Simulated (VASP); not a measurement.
## SrTiO3: single point with PBEsol

The system is SrTiO3.

```
CELL_PARAMETERS angstrom
3.89138 0.00000 0.00000
0.00000 3.89138 0.00000
0.00000 0.00000 3.89138
ATOMIC_POSITIONS crystal
Sr 0.04558 0.00000 0.00000
Ti 0.45575 0.50000 0.50000
O 0.96652 0.50000 0.50000
O 0.45813 0.00000 0.50000
O 0.45813 0.50000 0.00000
```

This cell differs from its parent crystal: atoms displaced along several vibrational modes.

```
Program             : VASP 6.6.1
Task                : single point
Functional          : PBEsol
Potentials or basis : VASP PAW PBE potentials, release 64 (Sr_sv, Ti_sv, O)
Cutoff              : 520 eV
k mesh              : 8 × 8 × 8
Occupations         : gaussian, width 0.05 eV
Spin                : no spin polarisation
```

```
Pressure               : 3.8 GPa
Largest force          : 1.458 eV/Å
Band gap on the k mesh : 1.75 eV (least direct gap 2.11 eV)
```

Forces in eV/Å, atoms in the order of the input:
```
Sr  -1.458  0.000  0.000
Ti   1.002  0.000  0.000
O    0.016  0.000  0.000
O    0.220  0.000  0.000
O    0.220  0.000  0.000
```

Stress tensor (GPa, compression positive):
```
3.51 0.00 0.00
0.00 4.01 0.00
0.00 0.00 4.01
```

Levels at points of the mesh, in eV from the valence-band top:
```tsv
k point	band 17	band 18	band 19	band 20	band 21	band 22	band 23	band 24
(0.00, 0.00, 0.00)	-1.30	-0.37	-0.37	-0.36	1.75	1.90	1.90	4.41
(0.50, 0.00, 0.00)	-2.34	-2.09	-0.80	-0.80	1.91	3.86	3.86	4.42
(0.00, 0.50, 0.00)	-2.49	-1.66	-0.72	-0.69	2.03	3.79	3.83	4.46
(0.50, 0.50, 0.00)	-1.78	-1.63	-1.54	-0.01	3.80	3.89	4.36	5.42
(0.00, 0.50, 0.50)	-1.67	-1.57	-1.57	-0.28	3.86	3.86	4.27	5.45
(0.50, 0.50, 0.50)	-3.72	-0.19	0.00	0.00	4.52	4.53	4.53	7.07
```

It took 56 s on 1 thread of Intel(R) Xeon(R) 6975P-C (Granite Rapids), on a shared host, peak memory 0.25 GiB.

Caveat: the cell differs from its parent crystal (atoms displaced along several vibrational modes); the cell stands under pressure; the PAW data sets were made with another functional, which shifts forces and pressure a little. A k mesh can miss the band edges.
